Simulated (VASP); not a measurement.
A run of VASP 6.6.1 is set up as follows.

File INCAR:

```
SYSTEM = Cl
PREC = Accurate
ENCUT = 520
EDIFF = 1E-7
ISMEAR = -1
SIGMA = 0.05
LREAL = .False.
LASPH = .True.
NELM = 80
ALGO = Normal
ISIF = 2
LWAVE = .False.
LCHARG = .True.
GGA = PS
LELF = .True.
LVHAR = .True.
NBANDS = 54
```

Contents of KPOINTS:

```
Automatic mesh
0
Gamma
  1 1 1
  0 0 0
```

File POSCAR:

```
Cl
1.0
    7.3986360000      0.0000000000      0.0000000000
    0.0000000000      7.3986360000      0.0000000000
    0.0000000000      0.0000000000      7.3986360000
Cl
12
Direct
    0.1199545430      0.1843988541     -0.0959771504
    0.2535602508      0.3844222097     -0.2058757858
    0.7590723479      0.9195884214      0.8474940516
    0.9461608870      0.6701100041      0.8316262619
    0.3410763822      0.2194188226      0.3178558859
    0.3490102770     -0.0616464981      0.3496590453
    0.9371457117      0.6717589567      0.4798452039
    0.9504454605      0.6733538452      0.1935086413
    0.3276144414      0.5711593326      0.3410358342
    0.5002814032      0.5362339761      0.5435055867
    0.5925551683      0.1689365445      0.8326940263
    0.7563421150      0.4063857176      0.8429797060
```

Potentials or basis: VASP PAW PBE potentials, release 64 (Cl).

Launch:

```console
$ cat potpaw_PBE.64/Cl/POTCAR > POTCAR
$ mpirun -np 1 vasp_gam > vasp.out
```

What does it give for the band gap on the k mesh?

1.44 eV.

Estimate the largest force.

0.665 eV/Å.

Predict the pressure.

-0.2 GPa.

Forces in eV/Å, atoms in the order of the input:
```
Cl  -0.441 -0.403  0.291
Cl   0.344  0.173 -0.085
Cl   0.309  0.220 -0.180
Cl  -0.200 -0.200  0.197
Cl  -0.186  0.157  0.196
Cl  -0.128 -0.501 -0.256
Cl   0.064  0.078  0.406
Cl  -0.016 -0.147 -0.421
Cl   0.121  0.283 -0.260
Cl   0.517  0.300  0.177
Cl  -0.361  0.128  0.112
Cl  -0.023 -0.089 -0.177
```

Caveat: the k points lie up to 0.85 Å⁻¹ apart; the PAW data sets were made with another functional, which shifts forces and pressure a little.
